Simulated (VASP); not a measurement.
# CoPdO2 (R-3m) in VASP: further runs

Runs on CoPdO2. Level: PBE+U. Tasks: single point.

Everything below comes from runs of VASP 6.6.1. Logs are shortened: lines on timing, memory, paths and dates and some standing lists are left out, and cuts for length are marked.

**1. The cell of the first run**

Symmetry: R-3m, No. 166, trigonal system. Conventional cell: a = 2.752 Å, b = 2.752 Å, c = 18.261 Å, α = 90.00°, β = 90.00°, γ = 120.00°. Co (site symmetry -3m) has 6 O at 1.88 Å within 2.5 Å. Within 2.8 Å of Pd (site symmetry -3m) lie 2 O at 2.04 Å and 6 Pd at 2.75 Å. Within 2.6 Å of O (site symmetry 3m) lie 3 Co at 1.88 Å and 1 Pd at 2.04 Å and 3 O at 2.57 Å.

**2. Single point, PBE+U (biaxial strain in the a-b plane: -4.0 %)**

Contents of INCAR:

```
SYSTEM = CoPdO2
ALGO = Normal ; EDIFF = 1E-6
ENCUT = 520 ; GGA = PE
ISIF = 2 ; ISMEAR = 0
LASPH = .True. ; LCHARG = .True.
LDAU = .True. ; LDAUJ = 0 0 0
LDAUL = 2 -1 -1 ; LDAUPRINT = 1
LDAUTYPE = 2 ; LDAUU = 3.32 0 0
LELF = .True. ; LMAXMIX = 4
LREAL = .False. ; LVHAR = .True.
LWAVE = .False. ; NBANDS = 58
NELM = 150 ; PREC = Accurate
SIGMA = 0.1
```

Contents of KPOINTS:

```
k-points
0
Gamma
  12 12 2
  0 0 0
```

Contents of POSCAR:

```
CoPdO2
1.0
    2.7515237444      0.0000000000      0.0000000000
   -1.3757618722      2.3828894618      0.0000000000
    0.0000000000      0.0000000000     18.2612587218
Co Pd O
3 3 6
Direct
    0.6666666667      0.3333333333      0.8333333333
    0.3333333333      0.6666666667      0.1666666667
    0.0000000000      0.0000000000      0.5000000000
    0.0000000000      0.0000000000      0.0000000000
    0.6666666667      0.3333333333      0.3333333333
    0.3333333333      0.6666666667      0.6666666667
    0.3333333333      0.6666666667      0.7781331690
    0.0000000000      0.0000000000      0.8885334977
    0.0000000000      0.0000000000      0.1114665023
    0.6666666667      0.3333333333      0.2218668310
    0.6666666667      0.3333333333      0.4447998356
    0.3333333333      0.6666666667      0.5552001644
```

Potentials or basis: VASP PAW PBE potentials, release 64 (Co, Pd, O).

On the command line:

```bash
cat potpaw_PBE.64/Co/POTCAR potpaw_PBE.64/Pd/POTCAR potpaw_PBE.64/O/POTCAR > POTCAR
mpirun -np 1 vasp_std > vasp.out
```

OUTCAR:

```text
SYSTEM = CoPdO2
   EDIFF = 1E-6
   ENCUT = 520
   GGA = PE
   ISIF = 2
   ISMEAR = 0
   LASPH = .True.
   LREAL = .False.
   NELM = 150
   PREC = Accurate

 ion  position               nearest neighbor table
   1  0.667  0.333  0.833-   7 1.88   7 1.88   7 1.88   8 1.88   8 1.88   8 1.88
   2  0.333  0.667  0.167-  10 1.88  10 1.88  10 1.88   9 1.88   9 1.88   9 1.88
   3  0.000  0.000  0.500-  11 1.88  12 1.88  11 1.88  12 1.88  11 1.88  12 1.88
   4  0.000  0.000  0.000-   8 2.04   9 2.04
   5  0.667  0.333  0.333-  10 2.04  11 2.04
   6  0.333  0.667  0.667-   7 2.04  12 2.04
   7  0.333  0.667  0.778-   1 1.88   1 1.88   1 1.88   6 2.04
   8  0.000  0.000  0.889-   1 1.88   1 1.88   1 1.88   4 2.04
   9  0.000  0.000  0.111-   2 1.88   2 1.88   2 1.88   4 2.04
  10  0.667  0.333  0.222-   2 1.88   2 1.88   2 1.88   5 2.04
  11  0.667  0.333  0.445-   3 1.88   3 1.88   3 1.88   5 2.04
  12  0.333  0.667  0.555-   3 1.88   3 1.88   3 1.88   6 2.04

  LATTYP: Found a hexagonal cell.
 ALAT       =     2.7515237444
 C/A-ratio  =     6.6367803509

  Lattice vectors:

 A1 = (   2.7515237444,   0.0000000000,   0.0000000000)
 A2 = (  -1.3757618722,   2.3828894618,   0.0000000000)
 A3 = (   0.0000000000,   0.0000000000,  18.2612587218)

Analysis of symmetry for initial positions (statically):
=====================================================================
 Subroutine PRICEL returns following result:

  LATTYP: Found a trigonal (rhomboedric) cell.
 ALAT       =     6.2909654708
 COS(alpha) =     0.9043506701

  Lattice vectors:

 A1 = (   1.3757618725,  -0.7942964874,  -6.0870862418)
 A2 = (  -1.3757618728,  -0.7942964869,  -6.0870862382)
 A3 = (   0.0000000003,   1.5885929744,  -6.0870862418)

   3 primitive cells build up your supercell.

 Routine SETGRP: Setting up the symmetry group for a
 hexagonal supercell.

 Subroutine GETGRP returns: Found 12 space group operations
 (whereof 12 operations were pure point group operations)
 out of a pool of 24 trial point group operations.

The static configuration has the point symmetry D_3d.

Analysis of symmetry for dynamics (positions and initial velocities):
=====================================================================
 Subroutine PRICEL returns following result:

  LATTYP: Found a trigonal (rhomboedric) cell.
 ALAT       =     6.2909654708
 COS(alpha) =     0.9043506701

  Lattice vectors:

 A1 = (   1.3757618725,  -0.7942964874,  -6.0870862418)
 A2 = (  -1.3757618728,  -0.7942964869,  -6.0870862382)
 A3 = (   0.0000000003,   1.5885929744,  -6.0870862418)

   3 primitive cells build up your supercell.

 Routine SETGRP: Setting up the symmetry group for a
 hexagonal supercell.

 Subroutine GETGRP returns: Found 12 space group operations
 (whereof 12 operations were pure point group operations)
 out of a pool of 24 trial point group operations.

The dynamic configuration has the point symmetry D_3d.

 Subroutine INISYM returns: Found 12 space group operations
 (whereof 12 operations are pure point group operations),
 and found     3 'primitive' translations

----------------------------------------------------------------------------------------

                                     Primitive cell
[... 78 lines left out ...]
   number of dos      NEDOS =    301   number of ions     NIONS =     12
   total plane-waves  NPLWV =  56000
   dimension x,y,z NGX =    20 NGY =   20 NGZ =  140
   dimension x,y,z NGXF=    40 NGYF=   40 NGZF=  280
   ions per type =               3   3   6
   NGX,Y,Z   is equivalent  to a cutoff of  12.08, 12.08, 12.75 a.u.
   NGXF,Y,Z  is equivalent  to a cutoff of  24.17, 24.17, 25.49 a.u.
 SYSTEM =  CoPdO2
   PREC   = accura    normal or accurate (medium, high low for compatibility)
   ISTART =      0    job   : 0-new  1-cont  2-samecut
   ICHARG =      2    charge: 1-file 2-atom 10-const
   ISPIN  =      1    spin polarized calculation?
   LNONCOLLINEAR =      F non collinear calculations
   LSORBIT =      F    spin-orbit coupling
   LASPH  =      T    aspherical Exc in radial PAW
   ENCUT  =  520.0 eV  38.22 Ry    6.18 a.u.   5.12  5.12 33.95*2*pi/ulx,y,z
   NELM   =    150;   NELMIN=  2; NELMDL= -5     # of ELM steps
   EDIFF  = 0.1E-05   stopping-criterion for ELM
   LREAL  =      F    real-space projection
   EDIFFG = 0.1E-04   stopping-criterion for IOM
   NSW    =      0    number of steps for IOM
   IBRION =     -1    ionic relax: 0-MD 1-quasi-New 2-CG
   NFREE  =      0    steps in history (QN), initial steepest desc. (CG)
   ISIF   =      2    stress and relaxation
   ISYM   =      2    0-nonsym 1-usesym 2-fastsym
   POTIM  = 0.5000    time-step for ionic-motion
   TEBEG  =    0.0;   TEEND  =   0.0 temperature during run
   PSTRESS=    0.0 pullay stress
   NELECT =      93.0000    total number of electrons
   NUPDOWN=      -1.0000    fix difference up-down
   EMIN   =  10.00;   EMAX   =-10.00  energy-range for DOS
   EFERMI =   0.00;   METHOD = LEGACY
   ISMEAR =     0;   SIGMA  =   0.10  broadening in eV -4-tet -1-fermi 0-gaus
   EFERMI_NEDOS =   21; number of points for ismear=-14 and -15
   IALGO  =     38    algorithm
   IMIX   =      4    mixing-type and parameters
     AMIX     =   0.40;   BMIX     =  1.00
     AMIX_MAG =   1.60;   BMIX_MAG =  1.00
  volume/ion in A,a.u.               =       9.98        67.33
  Fermi-wavevector in a.u.,A,eV,Ry     =   1.504873  2.843798 30.812336  2.264643
  Thomas-Fermi vector in A             =   2.615796
   LORBIT       =      0    0 simple, 1 ext, 2 COOP (PROOUT), +10 PAW based schemes
 LDA+U is selected, type is set to LDAUTYPE =  2
   angular momentum for each species LDAUL =     2   -1   -1
   U (eV)           for each species LDAUU =   3.3  0.0  0.0
   J (eV)           for each species LDAUJ =   0.0  0.0  0.0
   GGA     = PE    functional components
   LHFCALC =     F    Hartree Fock is set to
   AEXX    =    0.0000 exact exchange contribution
   IVDW    =     0    specifies the selected vdW correction
   LEPSILON=     F    determine dielectric tensor
   LRPA    =     F    only Hartree local field effects (RPA)
 non-spin polarized calculation
 Gauss-broadening in eV      SIGMA  =   0.10
  energy-cutoff  :      520.00
  volume of cell :      119.73
 maximum number of plane-waves:      3252
   NGX = 11   NGY = 11   NGZ = 67

atom =   1  type =  1  l = 2

 onsite density matrix

spin component  1
[... 83 lines left out ...]
  o =  0.4112  v =  0.5521  0.0000  0.0000 -0.8338  0.0000  0.0000  0.0000  0.0000  0.0000  0.0000      0.0000  0.0000  0.0000  0.0000  0.0000  0.0000  0.0000  0.0000  0.0000  0.0000
  o =  0.4112  v =  0.0000  0.0000  0.0000  0.0000  0.0000  0.5521  0.0000  0.0000 -0.8338  0.0000      0.0000  0.0000  0.0000  0.0000  0.0000  0.0000  0.0000  0.0000  0.0000  0.0000
  o =  0.4112  v =  0.0000 -0.8338 -0.0000 -0.0000  0.5521  0.0000  0.0000  0.0000  0.0000  0.0000      0.0000  0.0000  0.0000  0.0000  0.0000  0.0000  0.0000  0.0000  0.0000  0.0000
  o =  0.4112  v =  0.0000  0.0000  0.0000  0.0000  0.0000  0.0000 -0.8338 -0.0000 -0.0000  0.5521      0.0000  0.0000  0.0000  0.0000  0.0000  0.0000  0.0000  0.0000  0.0000  0.0000
  o =  0.9662  v =  0.0000  0.0000  0.0000  0.0000  0.0000 -0.8338  0.0000  0.0000 -0.5521  0.0000      0.0000  0.0000  0.0000  0.0000  0.0000  0.0000  0.0000  0.0000  0.0000  0.0000
  o =  0.9662  v = -0.8338  0.0000  0.0000 -0.5521  0.0000  0.0000  0.0000  0.0000  0.0000  0.0000      0.0000  0.0000  0.0000  0.0000  0.0000  0.0000  0.0000  0.0000  0.0000  0.0000
  o =  0.9662  v =  0.0000  0.0000  0.0000  0.0000  0.0000  0.0000 -0.5521  0.0000 -0.0000 -0.8338      0.0000  0.0000  0.0000  0.0000  0.0000  0.0000  0.0000  0.0000  0.0000  0.0000
  o =  0.9662  v =  0.0000 -0.5521  0.0000 -0.0000 -0.8338  0.0000  0.0000  0.0000  0.0000  0.0000      0.0000  0.0000  0.0000  0.0000  0.0000  0.0000  0.0000  0.0000  0.0000  0.0000
  o =  0.9690  v =  0.0000 -0.0000 -1.0000 -0.0000 -0.0000  0.0000  0.0000  0.0000  0.0000  0.0000      0.0000  0.0000  0.0000  0.0000  0.0000  0.0000  0.0000  0.0000  0.0000  0.0000
  o =  0.9690  v =  0.0000  0.0000  0.0000  0.0000  0.0000  0.0000 -0.0000 -1.0000 -0.0000 -0.0000      0.0000  0.0000  0.0000  0.0000  0.0000  0.0000  0.0000  0.0000  0.0000  0.0000

 number of electron      92.9999998 magnetization

 Free energy of the ion-electron system (eV)
  ---------------------------------------------------
  ext. energy  EPLUGINS =         0.00000000
  ---------------------------------------------------
  free energy    TOTEN  =       -70.09011038 eV

  energy without entropy =      -70.06488190  energy(sigma->0) =      -70.07749614

 E-fermi :   8.1941     XC(G=0): -12.6600

 val. band max:        8.1937207514   @ k =   0.4167  -0.0000   0.0000
 cond. band min:       8.2264788172   @ k =   0.3333   0.0833   0.5000
 fundamental gap:      0.0327580658
 Fermi energy:         8.1941141327

 k-point     1 :       0.0000    0.0000    0.0000
  band No.  band energies     occupation
      1     -12.7482      2.00000
      2     -12.6549      2.00000
      3     -12.6549      2.00000
      4     -11.1158      2.00000
      5     -11.1158      2.00000
      6     -10.9620      2.00000
[... 1453 lines left out ...]
     57      12.2239      0.00000
     58      17.8042      0.00000

 [... further k-points ...]

------------------------ aborting loop because EDIFF is reached ----------------------------------------

  FORCE on cell =-STRESS in cart. coord.  units (eV):
  Direction    XX          YY          ZZ          XY          YZ          ZX
  --------------------------------------------------------------------------------------
  -------------------------------------------------------------------------------------
  Total       11.6729696     11.6729696     -2.7867405      0.0000000      0.0000000      0.0000000
  in kB      156.2010925    156.2010925    -37.2905889      0.0000000      0.0000000      0.0000000
  external PRESSURE =      91.7038654 kB  Pullay stress =       0.0000000 kB

 VOLUME and BASIS-vectors are now :
 -----------------------------------------------------------------------------
  energy-cutoff  :      520.00
  volume of cell :      119.73
      direct lattice vectors                 reciprocal lattice vectors
     2.751523744  0.000000000  0.000000000     0.363434988  0.209829288  0.000000000
    -1.375761872  2.382889462  0.000000000     0.000000000  0.419658577  0.000000000
     0.000000000  0.000000000 18.261258722     0.000000000  0.000000000  0.054760738

 POSITION                                       TOTAL-FORCE (eV/Angst)
 -----------------------------------------------------------------------------------
      1.37576      0.79430     15.21772         0.000000      0.000000      0.000000
     -0.00000      1.58859      3.04354         0.000000      0.000000      0.000000
      0.00000      0.00000      9.13063         0.000000      0.000000      0.000000
      0.00000      0.00000      0.00000         0.000000      0.000000      0.000000
      1.37576      0.79430      6.08709         0.000000      0.000000      0.000000
     -0.00000      1.58859     12.17417         0.000000      0.000000      0.000000
     -0.00000      1.58859     14.20969         0.000000      0.000000     -0.323500
      0.00000      0.00000     16.22574        -0.000000      0.000000      0.323500
      0.00000      0.00000      2.03552         0.000000     -0.000000     -0.323500
      1.37576      0.79430      4.05157        -0.000000      0.000000      0.323500
      1.37576      0.79430      8.12260         0.000000     -0.000000     -0.323500
     -0.00000      1.58859     10.13865        -0.000000     -0.000000      0.323500
 -----------------------------------------------------------------------------------
    total drift:                                0.000000      0.000000      0.000000

  FREE ENERGIE OF THE ION-ELECTRON SYSTEM (eV)
  ---------------------------------------------------
  free  energy   TOTEN  =       -70.0901103836 eV

  energy  without entropy=      -70.0648818979  energy(sigma->0) =      -70.07749614
```

Run time: 9.9 min. Hardware: 1 thread of Intel Xeon 8259CL, shared host; peak memory 0.37 GiB.

Results:

* Free energy: -70.0901 eV
* Pressure: 9.2 GPa
* Largest force: 0.324 eV/Å
* Band gap on the k mesh: zero (an odd number of electrons rules out a gap without spin polarisation)

Forces on the atoms (eV/Å):
```
Co   0.000  0.000  0.000
Co   0.000  0.000  0.000
Co   0.000  0.000  0.000
Pd   0.000  0.000  0.000
Pd   0.000  0.000  0.000
Pd   0.000  0.000  0.000
O    0.000  0.000 -0.324
O    0.000  0.000  0.324
O    0.000  0.000 -0.324
O    0.000  0.000  0.324
O    0.000  0.000 -0.324
O    0.000  0.000  0.324
```

Levels at points of the mesh, in eV from the Fermi level:
```csv
k point,band 44,band 45,band 46,band 47,band 48,band 49,band 50,band 51
"(0.00, 0.00, 0.00)",-1.49,-0.95,-0.95,-0.95,-0.95,2.19,2.19,2.19
"(0.50, 0.00, 0.00)",-0.25,-0.25,0.20,0.51,0.51,2.06,2.06,2.16
"(0.00, 0.00, 0.50)",-1.28,-1.28,-1.28,-0.80,-0.80,2.13,2.13,2.30
"(0.50, 0.00, 0.50)",-0.25,-0.25,0.29,0.29,0.65,1.89,2.10,2.29
```

Eigenvalues of the final occupation matrices:
```csv
site,spin,trace,eigenvalues
site 1 d,1,3.72,0.41 0.41 0.97 0.97 0.97
site 1 d,2,3.72,0.41 0.41 0.97 0.97 0.97
site 2 d,1,3.72,0.41 0.41 0.97 0.97 0.97
site 2 d,2,3.72,0.41 0.41 0.97 0.97 0.97
site 3 d,1,3.72,0.41 0.41 0.97 0.97 0.97
site 3 d,2,3.72,0.41 0.41 0.97 0.97 0.97
```

Caveat: the cell differs from its parent crystal (biaxial strain in the a-b plane: -4.0 %); the stress differs along the axes, from -4 to 16 GPa; an odd number of electrons without spin polarisation forces a metal; a magnetic or distorted state may lie lower; the run has no spin polarisation, though such a crystal can be magnetic; U without spin polarisation on a metal has little footing. Spin polarisation is off, so any magnetic state and its effect on volume and gap are missing.

(Continued in part 2 of 3.)

The gap in the log of VASP goes by the Fermi energy; the results here count the filled bands.